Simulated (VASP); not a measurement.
# SnO (Romarchite) (P4/nmm) in VASP: a series of runs, part 2 of 2

VASP 6.6.1. Earlier steps stand in the parts before.

## Step 5: Single point, PBE

This run uses another cell than the first one, of 17.46 Å³/atom, 1.087 times its volume.

INCAR

```
SYSTEM = SnO
  PREC = Accurate
  ENCUT = 520
  EDIFF = 1E-7
  ISMEAR = -1
  SIGMA = 0.05
  LREAL = .False.
  LASPH = .True.
  NELM = 100
  ALGO = Normal
  ISIF = 2
  LWAVE = .False.
  LCHARG = .False.
  GGA = PE
  NBANDS = 28
```

KPOINTS

```
regular mesh
0
Gamma
  6 6 4
  0 0 0
```

POSCAR

```
SnO
1.0
    3.7986000000      0.0000000000      0.0000000000
    0.0000000000      3.7986000000      0.0000000000
    0.0000000000      0.0000000000      4.8408000000
Sn O
2 2
Direct
    0.5000000000      0.0000000000      0.2369000000
    0.0000000000      0.5000000000      0.7631000000
    0.0000000000      0.0000000000      0.0000000000
    0.5000000000      0.5000000000      0.0000000000
```

Potentials or basis: VASP PAW PBE potentials, release 64 (Sn_d, O).

Started as:

```sh
$ cat potpaw_PBE.64/Sn_d/POTCAR potpaw_PBE.64/O/POTCAR > POTCAR
$ mpirun -np 1 vasp_std > vasp.out
```

OUTCAR:

```text
SYSTEM = SnO
   PREC = Accurate
   ENCUT = 520
   EDIFF = 1E-7
   ISMEAR = -1
   LREAL = .False.
   LASPH = .True.
   NELM = 100
   ISIF = 2
   GGA = PE

 ion  position               nearest neighbor table
   1  0.500  0.000  0.237-   3 2.22   4 2.22   4 2.22   3 2.22   2 3.53   2 3.53   2 3.53   2 3.53
                             2 3.70   2 3.70   2 3.70   2 3.70
   2  0.000  0.500  0.763-   3 2.22   4 2.22   3 2.22   4 2.22   1 3.53   1 3.53   1 3.53   1 3.53
                             1 3.70   1 3.70   1 3.70   1 3.70
   3  0.000  0.000  0.000-   1 2.22   2 2.22   2 2.22   1 2.22
   4  0.500  0.500  0.000-   1 2.22   2 2.22   1 2.22   2 2.22

  LATTYP: Found a simple tetragonal cell.
 ALAT       =     3.7986000000
 C/A-ratio  =     1.2743642395

  Lattice vectors:

 A1 = (   3.7986000000,   0.0000000000,   0.0000000000)
 A2 = (   0.0000000000,   3.7986000000,   0.0000000000)
 A3 = (   0.0000000000,   0.0000000000,   4.8408000000)

Analysis of symmetry for initial positions (statically):
=====================================================================
 Subroutine PRICEL returns:
 Original cell was already a primitive cell.

 Routine SETGRP: Setting up the symmetry group for a
 simple tetragonal supercell.

 Subroutine GETGRP returns: Found 16 space group operations
 (whereof  8 operations were pure point group operations)
 out of a pool of 16 trial point group operations.

The static configuration has the point symmetry D_2d.
 The point group associated with its full space group is D_4h.

Analysis of symmetry for dynamics (positions and initial velocities):
=====================================================================
 Subroutine PRICEL returns:
 Original cell was already a primitive cell.

 Routine SETGRP: Setting up the symmetry group for a
 simple tetragonal supercell.

 Subroutine GETGRP returns: Found 16 space group operations
 (whereof  8 operations were pure point group operations)
 out of a pool of 16 trial point group operations.

The dynamic configuration has the point symmetry D_2d.
[... 117 lines left out ...]
   EMIN   =  10.00;   EMAX   =-10.00  energy-range for DOS
   EFERMI =   0.00;   METHOD = LEGACY
   ISMEAR =    -1;   SIGMA  =   0.05  broadening in eV -4-tet -1-fermi 0-gaus
   EFERMI_NEDOS =   21; number of points for ismear=-14 and -15
   IALGO  =     38    algorithm
   IMIX   =      4    mixing-type and parameters
     AMIX     =   0.40;   BMIX     =  1.00
     AMIX_MAG =   1.60;   BMIX_MAG =  1.00
  volume/ion in A,a.u.               =      17.46       117.84
  Fermi-wavevector in a.u.,A,eV,Ry     =   1.359482  2.569048 25.146163  1.848191
  Thomas-Fermi vector in A             =   2.486226
   LORBIT       =      0    0 simple, 1 ext, 2 COOP (PROOUT), +10 PAW based schemes
   GGA     = PE    functional components
   LHFCALC =     F    Hartree Fock is set to
   AEXX    =    0.0000 exact exchange contribution
   IVDW    =     0    specifies the selected vdW correction
   LEPSILON=     F    determine dielectric tensor
   LRPA    =     F    only Hartree local field effects (RPA)
 non-spin polarized calculation
  energy-cutoff  :      520.00
  volume of cell :       69.85
 maximum number of plane-waves:      1902
   NGX = 15   NGY = 15   NGZ = 19

 number of electron      39.9999994 magnetization

 Free energy of the ion-electron system (eV)
  ---------------------------------------------------
  ext. energy  EPLUGINS =         0.00000000
  ---------------------------------------------------
  free energy    TOTEN  =       -22.66008781 eV

  energy without entropy =      -22.65785857  energy(sigma->0) =      -22.65897319

 E-fermi :   7.2885     XC(G=0): -10.2678

 val. band max:        7.2507451699   @ k =   0.0000   0.0000   0.0000
 cond. band min:       7.3229532315   @ k =   0.5000   0.5000   0.0000
 fundamental gap:      0.0722080616
 Fermi energy:         7.2885115907

 k-point     1 :       0.0000    0.0000    0.0000
  band No.  band energies     occupation
      1     -14.8305      2.00000
      2     -14.3737      2.00000
      3     -14.3737      2.00000
      4     -14.3709      2.00000
      5     -14.3262      2.00000
      6     -14.3193      2.00000
[... 733 lines left out ...]
     27      16.2027      0.00000
     28      16.2027      0.00000

 [... further k-points ...]
[... 5 lines left out ...]
  --------------------------------------------------------------------------------------
  -------------------------------------------------------------------------------------
  Total        2.3359253      2.3359253      1.8795877      0.0000000      0.0000000      0.0000000
  in kB       53.5803152     53.5803152     43.1130666      0.0000000      0.0000000      0.0000000
  external PRESSURE =      50.0912323 kB  Pullay stress =       0.0000000 kB

 VOLUME and BASIS-vectors are now :
 -----------------------------------------------------------------------------
  energy-cutoff  :      520.00
  volume of cell :       69.85
      direct lattice vectors                 reciprocal lattice vectors
     3.798600000  0.000000000  0.000000000     0.263254883  0.000000000  0.000000000
     0.000000000  3.798600000  0.000000000     0.000000000  0.263254883  0.000000000
     0.000000000  0.000000000  4.840800000     0.000000000  0.000000000  0.206577425

 POSITION                                       TOTAL-FORCE (eV/Angst)
 -----------------------------------------------------------------------------------
      1.89930      0.00000      1.14679         0.000000      0.000000      0.608954
      0.00000      1.89930      3.69401        -0.000000      0.000000     -0.608954
      0.00000      0.00000      0.00000        -0.000000     -0.000000     -0.000000
      1.89930      1.89930      0.00000        -0.000000     -0.000000     -0.000000
 -----------------------------------------------------------------------------------
    total drift:                                0.000000      0.000000      0.000000

  FREE ENERGIE OF THE ION-ELECTRON SYSTEM (eV)
  ---------------------------------------------------
  free  energy   TOTEN  =       -22.6600878062 eV

  energy  without entropy=      -22.6578585670  energy(sigma->0) =      -22.65897319
```

OSZICAR:

```text
N       E                     dE             d eps       ncg     rms          rms(c)
DAV:   1     0.422547579777E+03    0.42255E+03   -0.19947E+04  1740   0.219E+03
DAV:   2     0.369567340583E+02   -0.38559E+03   -0.37012E+03  1764   0.545E+02
DAV:   3    -0.234079435070E+02   -0.60365E+02   -0.59316E+02  1916   0.181E+02
DAV:   4    -0.262764623300E+02   -0.28685E+01   -0.28536E+01  1952   0.423E+01
DAV:   5    -0.263442189755E+02   -0.67757E-01   -0.67751E-01  1844   0.697E+00    0.117E+01
DAV:   6    -0.226791340488E+02    0.36651E+01   -0.16530E+01  2704   0.445E+01    0.491E+00
DAV:   7    -0.226784902508E+02    0.64380E-03   -0.19881E+00  2012   0.855E+00    0.248E+00
DAV:   8    -0.226666890159E+02    0.11801E-01   -0.27235E-01  2288   0.360E+00    0.812E-01
DAV:   9    -0.226591761409E+02    0.75129E-02   -0.45784E-02  2612   0.229E+00    0.234E-01
DAV:  10    -0.226603822095E+02   -0.12061E-02   -0.70838E-03  2336   0.777E-01    0.141E-01
DAV:  11    -0.226600575076E+02    0.32470E-03   -0.17939E-03  2496   0.403E-01    0.205E-02
DAV:  12    -0.226601005679E+02   -0.43060E-04   -0.31312E-04  1768   0.981E-02    0.368E-02
DAV:  13    -0.226600876732E+02    0.12895E-04   -0.45393E-05  2348   0.657E-02    0.480E-03
DAV:  14    -0.226600875471E+02    0.12606E-06   -0.59771E-06  1936   0.140E-02    0.359E-03
DAV:  15    -0.226600876546E+02   -0.10746E-06   -0.24089E-07  1484   0.405E-03    0.237E-03
DAV:  16    -0.226600877594E+02   -0.10484E-06   -0.12622E-07   988   0.370E-03    0.309E-04
DAV:  17    -0.226600878062E+02   -0.46708E-07   -0.36160E-08   856   0.184E-03
   1 F= -.22660088E+02 E0= -.22658973E+02  d E =-.222924E-02
```

Run time: 91 s. Hardware: 1 thread of Intel Xeon 8259CL, shared host; peak memory 0.2 GiB.

What came out:

```
Free energy            : -22.6601 eV
Pressure               : 5.0 GPa
Largest force          : 0.609 eV/Å
Band gap on the k mesh : 0.07 eV, indirect (least direct gap 1.98 eV)
```

Forces on the atoms (eV/Å):
```
Sn   0.000  0.000  0.609
Sn   0.000  0.000 -0.609
O    0.000  0.000  0.000
O    0.000  0.000  0.000
```

Caveat: spin-orbit coupling is left out, which moves the levels of the heavy elements. A k mesh can miss the band edges.

## Step 6: Single point, PBE

This run uses another cell than the first one, of 17.93 Å³/atom, 1.116 times its volume.

INCAR

```
PREC = Accurate
ENCUT = 520
EDIFF = 1E-7
ISMEAR = -1
SIGMA = 0.05
LREAL = False
LASPH = True
NELM = 80
ALGO = Normal
ISIF = 2
LWAVE = False
LCHARG = False
GGA = PE
NBANDS = 28
```

KPOINTS

```
regular mesh
0
Gamma
  6 6 4
```

POSCAR

```
SnO
1.0
    3.8320695660      0.0000000000      0.0000000000
    0.0000000000      3.8320695660      0.0000000000
    0.0000000000      0.0000000000      4.8834524180
Sn O
2 2
Direct
    0.5000000000      0.0000000000      0.2369000000
    0.0000000000      0.5000000000      0.7631000000
    0.0000000000      0.0000000000      0.0000000000
    0.5000000000      0.5000000000      0.0000000000
```

Potentials or basis: VASP PAW PBE potentials, release 64 (Sn_d, O).

Started as:

```sh
$ cat potpaw_PBE.64/Sn_d/POTCAR potpaw_PBE.64/O/POTCAR > POTCAR
$ mpirun -np 1 vasp_std > vasp.out
```

OUTCAR:

```text
PREC = Accurate
   ENCUT = 520
   EDIFF = 1E-7
   ISMEAR = -1
   LREAL = False
   LASPH = True
   NELM = 80
   ISIF = 2
   GGA = PE

 ion  position               nearest neighbor table
   1  0.500  0.000  0.237-   3 2.24   4 2.24   4 2.24   3 2.24   2 3.56   2 3.56   2 3.56   2 3.56
                             2 3.73   2 3.73   2 3.73   2 3.73
   2  0.000  0.500  0.763-   3 2.24   4 2.24   3 2.24   4 2.24   1 3.56   1 3.56   1 3.56   1 3.56
                             1 3.73   1 3.73   1 3.73   1 3.73
   3  0.000  0.000  0.000-   1 2.24   2 2.24   2 2.24   1 2.24
   4  0.500  0.500  0.000-   1 2.24   2 2.24   1 2.24   2 2.24

  LATTYP: Found a simple tetragonal cell.
 ALAT       =     3.8320695660
 C/A-ratio  =     1.2743642395

  Lattice vectors:

 A1 = (   3.8320695660,   0.0000000000,   0.0000000000)
 A2 = (   0.0000000000,   3.8320695660,   0.0000000000)
 A3 = (   0.0000000000,   0.0000000000,   4.8834524180)

Analysis of symmetry for initial positions (statically):
=====================================================================
 Subroutine PRICEL returns:
 Original cell was already a primitive cell.

[... 175 lines left out ...]
 E-fermi :   6.9346     XC(G=0): -10.1339

 val. band max:        6.8516360853   @ k =   0.0000   0.0000   0.0000
 cond. band min:       7.0184125179   @ k =   0.5000   0.5000   0.0000
 fundamental gap:      0.1667764326
 Fermi energy:         6.9346498656

 k-point     1 :       0.0000    0.0000    0.0000
  band No.  band energies     occupation
      1     -15.0730      2.00000
      2     -14.6691      2.00000
      3     -14.6691      2.00000
      4     -14.6682      2.00000
      5     -14.6311      2.00000
      6     -14.6203      2.00000
[... 733 lines left out ...]
     27      15.8214      0.00000
     28      15.8214      0.00000

 [... further k-points ...]

------------------------ aborting loop because EDIFF is reached ----------------------------------------

  FORCE on cell =-STRESS in cart. coord.  units (eV):
  Direction    XX          YY          ZZ          XY          YZ          ZX
  --------------------------------------------------------------------------------------
  -------------------------------------------------------------------------------------
  Total        1.1390992      1.1390992      0.9293924      0.0000000      0.0000000      0.0000000
  in kB       25.4494488     25.4494488     20.7642368      0.0000000      0.0000000      0.0000000
  external PRESSURE =      23.8877115 kB  Pullay stress =       0.0000000 kB

 VOLUME and BASIS-vectors are now :
 -----------------------------------------------------------------------------
  energy-cutoff  :      520.00
  volume of cell :       71.71
      direct lattice vectors                 reciprocal lattice vectors
     3.832069566  0.000000000  0.000000000     0.260955597  0.000000000  0.000000000
     0.000000000  3.832069566  0.000000000     0.000000000  0.260955597  0.000000000
     0.000000000  0.000000000  4.883452418     0.000000000  0.000000000  0.204773163

 POSITION                                       TOTAL-FORCE (eV/Angst)
 -----------------------------------------------------------------------------------
      1.91603      0.00000      1.15689        -0.000000      0.000000      0.224089
      0.00000      1.91603      3.72656         0.000000      0.000000     -0.224089
      0.00000      0.00000      0.00000         0.000000      0.000000      0.000000
      1.91603      1.91603      0.00000         0.000000     -0.000000      0.000000
 -----------------------------------------------------------------------------------
    total drift:                                0.000000      0.000000      0.000000

  FREE ENERGIE OF THE ION-ELECTRON SYSTEM (eV)
  ---------------------------------------------------
  free  energy   TOTEN  =       -22.7045235628 eV

  energy  without entropy=      -22.7031180446  energy(sigma->0) =      -22.70382080
```

Wall time 1.7 min (1 thread of Intel Xeon 8259CL, shared host); peak memory 0.2 GiB.

Results:

| Quantity | Value |
| --- | --- |
| Free energy | -22.7045 eV |
| Pressure | 2.4 GPa |
| Largest force | 0.224 eV/Å |
| Band gap on the k mesh | 0.17 eV, indirect (least direct gap 2.02 eV) |

Forces on the atoms (eV/Å):
```
Sn   0.000  0.000  0.224
Sn   0.000  0.000 -0.224
O    0.000  0.000  0.000
O    0.000  0.000  0.000
```

Levels at points of the mesh, in eV from the valence-band top:
```tsv
k point	band 16	band 17	band 18	band 19	band 20	band 21	band 22	band 23	band 24	band 25
(0.00, 0.00, 0.00)	-6.10	-3.36	-3.07	-3.07	0.00	2.05	4.35	4.70	4.70	5.69
(0.50, 0.00, 0.00)	-4.86	-4.71	-4.71	-2.61	-2.61	3.16	3.16	5.88	5.88	5.93
(0.50, 0.50, 0.00)	-4.98	-2.42	-2.42	-1.85	-1.85	0.17	0.17	4.50	4.50	7.15
(0.00, 0.00, 0.50)	-3.43	-3.19	-3.08	-3.08	-2.13	1.71	3.02	3.02	3.68	7.91
(0.50, 0.00, 0.50)	-5.31	-4.67	-4.67	-1.68	-1.68	2.56	2.56	5.42	5.42	6.61
(0.50, 0.50, 0.50)	-5.42	-2.61	-2.61	-2.42	-2.42	2.40	2.40	3.99	3.99	5.57
```

Caveat: spin-orbit coupling is left out, which moves the levels of the heavy elements.

## Step 7: The runs side by side

```tsv
cell	gap on the mesh (eV)	pressure (GPa)	largest force (eV/Å)
a = 3.694, b = 3.694, c = 4.708 Å, 4 atoms	none	15.5	2.02
a = 3.730, b = 3.730, c = 4.753 Å, 4 atoms	none	11.4	1.51
a = 3.765, b = 3.765, c = 4.797 Å, 4 atoms	none	8.0	1.04
a = 3.799, b = 3.799, c = 4.841 Å, 4 atoms	0.07	5.0	0.61
a = 3.832, b = 3.832, c = 4.883 Å, 4 atoms	0.17	2.4	0.22
```

Alike in all rows: task single point; level PBE; potentials or basis VASP PAW PBE potentials, release 64 (Sn_d, O); no spin polarisation; k mesh 6 × 6 × 4; cutoff (eV) 520; smearing fermi-dirac 0.05 eV.

Caveats: spin-orbit coupling is left out, which moves the levels of the heavy elements; forces of over 1 eV/Å act on the atoms, so gaps and moduli don't describe the material at rest (some runs).

Absolute energies hang on the potentials; compare differences alone.
